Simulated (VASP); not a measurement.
# Ta (C2/m) in VASP: electric field gradients with LDA

Aim: the electric field gradients of Ta with LDA.

Program: VASP 6.6.1. These are calculated values, not measurements. Logs are shortened: lines on timing, memory, paths and dates and some standing lists are left out, and cuts for length are marked.

## (1) The cell of the first run

It takes space group C2/m (No. 12, monoclinic). The conventional cell has a = 5.139 Å, b = 2.967 Å, c = 4.806 Å, α = 90.00°, β = 90.00°, γ = 90.00°. Within 3.4 Å of Ta (site symmetry m) lie 12 Ta at 2.60 to 3.25 Å.

## (2) Electric field gradients, LDA (shortest bond scaled by 0.88)

INCAR

```
ALGO     = Normal         # electronic algorithm
EDIFF    = 1E-8           # SCF threshold, eV
ENCUT    = 520            # plane-wave cutoff, eV
GGA      = CA             # functional
ISIF     = 2              # what is computed and relaxed
ISMEAR   = -1             # smearing method
LASPH    = T              # aspherical terms in the spheres
LCHARG   = F              # write CHGCAR
LEFG     = T            
LREAL    = F              # projectors in reciprocal space
LWAVE    = F              # write WAVECAR
NBANDS   = 18             # bands
NELM     = 60             # most SCF steps
PREC     = Accurate       # precision mode
SIGMA    = 0.05           # smearing width, eV
```

KPOINTS

```
k-points
0
Gamma
  12 12 6
```

POSCAR

```
Ta
1.0
    2.9669564710      0.0000000000      0.0000000000
   -1.4834782355      2.5694596758      0.0000000000
    0.0000000000      0.0000000000      4.8064694830
Ta
2
Direct
    0.2933333333      0.6466666667      0.2200000000
    0.7066666667      0.3533333333      0.7800000000
```

Potentials or basis: VASP PAW LDA potentials, release 64 (Ta_pv).

On the command line:

```bash
$ cat potpaw_LDA.64/Ta_pv/POTCAR > POTCAR
$ mpirun -np 1 vasp_std > vasp.out
```

OUTCAR:

```text
EDIFF = 1E-8
   ENCUT = 520
   GGA = CA
   ISIF = 2
   ISMEAR = -1
   LASPH = T
   LREAL = F
   NELM = 60
   PREC = Accurate

 ion  position               nearest neighbor table
   1  0.293  0.647  0.220-   2 2.60   2 2.79   2 2.79   2 3.08   2 3.25   2 3.25
   2  0.707  0.353  0.780-   1 2.60   1 2.79   1 2.79   1 3.08   1 3.25   1 3.25

  LATTYP: Found a hexagonal cell.
 ALAT       =     2.9669564710
 C/A-ratio  =     1.6200000000

  Lattice vectors:

 A1 = (   2.9669564710,   0.0000000000,   0.0000000000)
 A2 = (  -1.4834782355,   2.5694596758,   0.0000000000)
 A3 = (   0.0000000000,   0.0000000000,   4.8064694830)

Analysis of symmetry for initial positions (statically):
=====================================================================
 Subroutine PRICEL returns:
 Original cell was already a primitive cell.

 Routine SETGRP: Setting up the symmetry group for a
 hexagonal supercell.

 Subroutine GETGRP returns: Found  4 space group operations
 (whereof  4 operations were pure point group operations)
 out of a pool of 24 trial point group operations.

The static configuration has the point symmetry C_2h.

Analysis of symmetry for dynamics (positions and initial velocities):
=====================================================================
 Subroutine PRICEL returns:
 Original cell was already a primitive cell.

 Routine SETGRP: Setting up the symmetry group for a
 hexagonal supercell.

 Subroutine GETGRP returns: Found  4 space group operations
 (whereof  4 operations were pure point group operations)
 out of a pool of 24 trial point group operations.

The dynamic configuration has the point symmetry C_2h.

 Subroutine INISYM returns: Found  4 space group operations
 (whereof  4 operations are pure point group operations),
 and found     1 'primitive' translations

----------------------------------------------------------------------------------------

                                     Primitive cell

  volume of cell :      36.6420

  direct lattice vectors                    reciprocal lattice vectors
     2.966956471  0.000000000  0.000000000     0.337045727  0.194593441  0.000000000
    -1.483478236  2.569459676  0.000000000     0.000000000  0.389186882  0.000000000
     0.000000000  0.000000000  4.806469483     0.000000000  0.000000000  0.208052918

  length of vectors
     2.966956471  2.966956471  4.806469483     0.389186882  0.389186882  0.208052918

  position of ions in fractional coordinates (direct lattice)
     0.293333333  0.646666667  0.220000000
     0.706666667  0.353333333  0.780000000

  ion indices of the primitive-cell ions
   primitive index   ion index
                 1           1
                 2           2

----------------------------------------------------------------------------------------

 KPOINTS: k-points

Automatic generation of k-mesh.
 Grid dimensions read from file:
 generate k-points for:   12   12    6

 Generating k-lattice:

  Cartesian coordinates                     Fractional coordinates (reciprocal lattice)
     0.028087144  0.016216120  0.000000000     0.083333333  0.000000000  0.000000000
     0.000000000  0.032432240  0.000000000     0.000000000  0.083333333  0.000000000
     0.000000000  0.000000000  0.034675486     0.000000000  0.000000000  0.166666667

  Length of vectors
     0.032432240  0.032432240  0.034675486

  Shift w.r.t. Gamma in fractional coordinates (k-lattice)
     0.000000000  0.000000000  0.000000000

 Subroutine IBZKPT returns following result:
 ===========================================

 Found    242 irreducible k-points:

 Following reciprocal coordinates:
            Coordinates               Weight
  0.000000  0.000000  0.000000      1.000000
  0.083333 -0.000000  0.000000      2.000000
  0.000000  0.083333  0.000000      4.000000
  0.166667 -0.000000  0.000000      2.000000
  0.000000  0.166667  0.000000      4.000000
  0.250000 -0.000000  0.000000      2.000000
[... 16 lines left out ...]
 -0.083333  0.416667  0.000000      4.000000
 -0.416667  0.333333  0.000000      4.000000
 [... further k-points ...]
   k-points           NKPTS =    242   k-points in BZ     NKDIM =    242   number of bands    NBANDS=     18
   number of dos      NEDOS =    301   number of ions     NIONS =      2
   total plane-waves  NPLWV =  20736
   dimension x,y,z NGX =    24 NGY =   24 NGZ =   36
   dimension x,y,z NGXF=    48 NGYF=   48 NGZF=   72
   ions per type =               2
   NGX,Y,Z   is equivalent  to a cutoff of  13.45, 13.45, 12.45 a.u.
   NGXF,Y,Z  is equivalent  to a cutoff of  26.90, 26.90, 24.90 a.u.
 SYSTEM =  unknown system
   PREC   = accura    normal or accurate (medium, high low for compatibility)
   ISTART =      0    job   : 0-new  1-cont  2-samecut
   ICHARG =      2    charge: 1-file 2-atom 10-const
   ISPIN  =      1    spin polarized calculation?
   LNONCOLLINEAR =      F non collinear calculations
   LSORBIT =      F    spin-orbit coupling
   LASPH  =      T    aspherical Exc in radial PAW
   ENCUT  =  520.0 eV  38.22 Ry    6.18 a.u.   5.52  5.52  8.94*2*pi/ulx,y,z
   NELM   =     60;   NELMIN=  2; NELMDL= -5     # of ELM steps
   EDIFF  = 0.1E-07   stopping-criterion for ELM
   LREAL  =      F    real-space projection
   EDIFFG = 0.1E-06   stopping-criterion for IOM
   NSW    =      0    number of steps for IOM
   IBRION =     -1    ionic relax: 0-MD 1-quasi-New 2-CG
   NFREE  =      0    steps in history (QN), initial steepest desc. (CG)
   ISIF   =      2    stress and relaxation
   ISYM   =      2    0-nonsym 1-usesym 2-fastsym
   POTIM  = 0.5000    time-step for ionic-motion
   TEBEG  =    0.0;   TEEND  =   0.0 temperature during run
   PSTRESS=    0.0 pullay stress
   NELECT =      22.0000    total number of electrons
   NUPDOWN=      -1.0000    fix difference up-down
   EMIN   =  10.00;   EMAX   =-10.00  energy-range for DOS
   EFERMI =   0.00;   METHOD = LEGACY
   ISMEAR =    -1;   SIGMA  =   0.05  broadening in eV -4-tet -1-fermi 0-gaus
   EFERMI_NEDOS =   21; number of points for ismear=-14 and -15
   IALGO  =     38    algorithm
   IMIX   =      4    mixing-type and parameters
     AMIX     =   0.40;   BMIX     =  1.00
     AMIX_MAG =   1.60;   BMIX_MAG =  1.00
  volume/ion in A,a.u.               =      18.32       123.64
  Fermi-wavevector in a.u.,A,eV,Ry     =   1.381092  2.609886 25.951965  1.907416
  Thomas-Fermi vector in A             =   2.505909
   LORBIT       =      0    0 simple, 1 ext, 2 COOP (PROOUT), +10 PAW based schemes
   GGA     = CA    functional components
   LHFCALC =     F    Hartree Fock is set to
   AEXX    =    0.0000 exact exchange contribution
   IVDW    =     0    specifies the selected vdW correction
   LEPSILON=     F    determine dielectric tensor
   LRPA    =     F    only Hartree local field effects (RPA)
 non-spin polarized calculation
  energy-cutoff  :      520.00
  volume of cell :       36.64
 maximum number of plane-waves:      1014
 NGX is ok and might be reduce to    24
   NGX = 11   NGY = 11   NGZ = 17

 number of electron      21.9999999 magnetization

 Free energy of the ion-electron system (eV)
  ---------------------------------------------------
  ext. energy  EPLUGINS =         0.00000000
  ---------------------------------------------------
  free energy    TOTEN  =       -24.48875465 eV

  energy without entropy =      -24.46447191  energy(sigma->0) =      -24.47661328

 E-fermi :   5.7565     XC(G=0): -12.6592

 val. band max:        5.7563147591   @ k =   0.0000   0.4167   0.1667
 cond. band min:       5.7565001991   @ k =   0.2500  -0.0000   0.1667
 fundamental gap:      0.0001854400
 Fermi energy:         5.7564657145

 k-point     1 :       0.0000    0.0000    0.0000
  band No.  band energies     occupation
      1     -28.9670      2.00000
      2     -27.9070      2.00000
      3     -27.8278      2.00000
      4     -27.7100      2.00000
      5     -27.6231      2.00000
      6     -27.5020      2.00000
[... 10 lines left out ...]
     17      10.2121      0.00000
     18      11.6404      0.00000
[... 463 lines left out ...]
 k-point    24 :      -0.4167    0.3333    0.0000
  band No.  band energies     occupation
      1     -28.7557      2.00000
      2     -28.6556      2.00000
      3     -28.1974      2.00000
      4     -28.1334      2.00000
      5     -27.7961      2.00000
      6     -27.6566      2.00000
[... 10 lines left out ...]
     17      11.4806      0.00000
     18      14.5421      0.00000

 [... further k-points ...]

------------------------ aborting loop because EDIFF is reached ----------------------------------------

  FORCE on cell =-STRESS in cart. coord.  units (eV):
  Direction    XX          YY          ZZ          XY          YZ          ZX
  --------------------------------------------------------------------------------------
  -------------------------------------------------------------------------------------
  Total        0.3061632     -0.7542036      0.8492312      0.9183046     -0.3085634     -0.5344475
  in kB       13.3870350    -32.9776721     37.1327716     40.1530142    -13.4919858    -23.3688048
  external PRESSURE =       5.8473782 kB  Pullay stress =       0.0000000 kB

 VOLUME and BASIS-vectors are now :
 -----------------------------------------------------------------------------
  energy-cutoff  :      520.00
  volume of cell :       36.64
      direct lattice vectors                 reciprocal lattice vectors
     2.966956471  0.000000000  0.000000000     0.337045727  0.194593441  0.000000000
    -1.483478236  2.569459676  0.000000000     0.000000000  0.389186882  0.000000000
     0.000000000  0.000000000  4.806469483     0.000000000  0.000000000  0.208052918

 POSITION                                       TOTAL-FORCE (eV/Angst)
 -----------------------------------------------------------------------------------
     -0.08901      1.66158      1.05742        -0.140786     -0.081283      2.957783
      1.57249      0.90788      3.74905         0.140786      0.081283     -2.957783
 -----------------------------------------------------------------------------------
    total drift:                               -0.000000      0.000000     -0.000000

  FREE ENERGIE OF THE ION-ELECTRON SYSTEM (eV)
  ---------------------------------------------------
  free  energy   TOTEN  =       -24.4887546502 eV

  energy  without entropy=      -24.4644719137  energy(sigma->0) =      -24.47661328

 Electric field gradients (V/A^2)
---------------------------------------------------------------------
 ion       V_xx      V_yy      V_zz      V_xy      V_xz      V_yz
---------------------------------------------------------------------
   1     -62.162   -35.642    97.804   -22.967    27.578    15.922
   2     -62.162   -35.642    97.804   -22.967    27.578    15.922
---------------------------------------------------------------------

 Electric field gradients after diagonalization (V/A^2)
 (convention: |V_zz| > |V_xx| > |V_yy|)
----------------------------------------------------------------------
 ion       V_xx      V_yy      V_zz     asymmetry (V_yy - V_xx)/ V_zz
----------------------------------------------------------------------
   1     -81.090   -22.382   103.472       0.567
   2     -81.090   -22.382   103.472       0.567
----------------------------------------------------------------------

           NMR quadrupolar parameters

 Cq : quadrupolar parameter    Cq=e*Q*V_zz/h
 eta: asymmetry parameters     (V_yy - V_xx)/ V_zz
 Q  : nuclear electric quadrupole moment in mb (millibarn)
----------------------------------------------------------------------
 ion       Cq(MHz)       eta       Q (mb)
----------------------------------------------------------------------
   1       0.250       0.567       1.000
   2       0.250       0.567       1.000
----------------------------------------------------------------------
```

Run time: 2.4 min. Hardware: 1 thread of Intel Xeon 8259CL, shared host; peak memory 0.24 GiB.

What came out:

```yaml
Free_energy: -24.4888 eV
Pressure: 0.6 GPa
Largest_force: 2.962 eV/Å
Band_gap_on_the_k_mesh: zero (bands 11 and 12 overlap by 1.84 eV)
Largest_electric_field_gradient_by_atom: Ta +103.5 V/Å²
```

Forces on the atoms (eV/Å):
```
Ta  -0.141 -0.081  2.958
Ta   0.141  0.081 -2.958
```

Levels at points of the mesh, in eV from the Fermi level:
```csv
k point,band 8,band 9,band 10,band 11,band 12,band 13,band 14,band 15
"(0.00, 0.00, 0.00)",-4.94,-0.45,-0.05,0.14,0.46,0.85,1.80,2.22
"(0.50, 0.00, 0.00)",-3.85,-2.75,-0.97,-0.52,-0.08,0.93,5.34,5.93
"(0.00, 0.50, 0.00)",-4.30,-3.44,-0.58,-0.23,0.54,1.43,5.64,5.71
"(0.00, 0.00, 0.50)",-5.81,-1.94,-0.18,-0.09,-0.01,0.09,0.96,3.32
"(0.50, 0.00, 0.50)",-4.54,-2.73,-1.43,1.09,1.70,1.73,3.16,5.32
"(0.00, 0.50, 0.50)",-4.30,-2.83,-1.64,0.97,1.37,1.94,3.27,4.81
```

Electric field gradients, principal values (V/Å²):
| atom | least | middle | greatest (by size) |
| --- | --- | --- | --- |
| 1 Ta | -22.382 | -81.090 | 103.472 |
| 2 Ta | -22.382 | -81.090 | 103.472 |

Caveat: the cell differs from its parent crystal (shortest bond scaled by 0.88); without QUAD_EFG the Cq values of the log hold for a quadrupole moment of 1 mb, not for the nuclei; spin-orbit coupling is left out, which moves the levels of the heavy elements; forces of over 1 eV/Å act on the atoms, so gaps and moduli don't describe the material at rest.
